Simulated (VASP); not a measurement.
A run of VASP 6.6.1:

File POSCAR:

```
BaHfO3
1.0
    4.1770517732      0.0962810434      0.0000000000
    0.0962810434      4.1770517732      0.0000000000
    0.0000000000      0.0000000000      4.1770487591
Ba Hf O
1 1 3
Direct
    0.5000000000      0.5000000000      0.9980043580
    0.0000000000      0.0000000000      0.4980043580
    0.0000000000      0.5000000000      0.4980043580
    0.5000000000      0.0000000000      0.4980043580
    0.0000000000      0.0000000000      0.9980043580
```

Contents of INCAR.step1:

```
PREC = Accurate
ENCUT = 520
ISMEAR = 0
SIGMA = 0.01
LREAL = F
LASPH = T
NELM = 60
NBANDS = 27
GGA = PE
ALGO = Normal
EDIFF = 1E-4
LWAVE = T
LCHARG = F
```

INCAR.step2

```
PREC = Accurate
ENCUT = 520
EDIFF = 1E-6
ISMEAR = 0
SIGMA = 0.01
LREAL = F
LASPH = T
NELM = 60
ALGO = Normal
ISIF = 2
LWAVE = F
LCHARG = F
METAGGA = R2SCAN
LMIXTAU = T
NBANDS = 27
ISTART = 1
```

KPOINTS

```
Automatic mesh
0
Gamma
  6 6 6
```

Potentials or basis: VASP PAW PBE potentials, release 64 (Ba_sv, Hf_pv, O).

Command:

```sh
$ cat potpaw_PBE.64/Ba_sv/POTCAR potpaw_PBE.64/Hf_pv/POTCAR potpaw_PBE.64/O/POTCAR > POTCAR
$ cp INCAR.step1 INCAR
$ mpirun -np 1 vasp_std > vasp.out
$ cp INCAR.step2 INCAR
$ mpirun -np 1 vasp_std > vasp.out
```

Hardware: 1 thread of Intel(R) Xeon(R) 6975P-C (Granite Rapids), on a shared host.

Problem. How long does it take, and how much memory?

Solution. Run time: 110 s on 1 thread of Intel(R) Xeon(R) 6975P-C (Granite Rapids), with other jobs on the host, peak memory 0.25 GiB. Counts: k points 52.
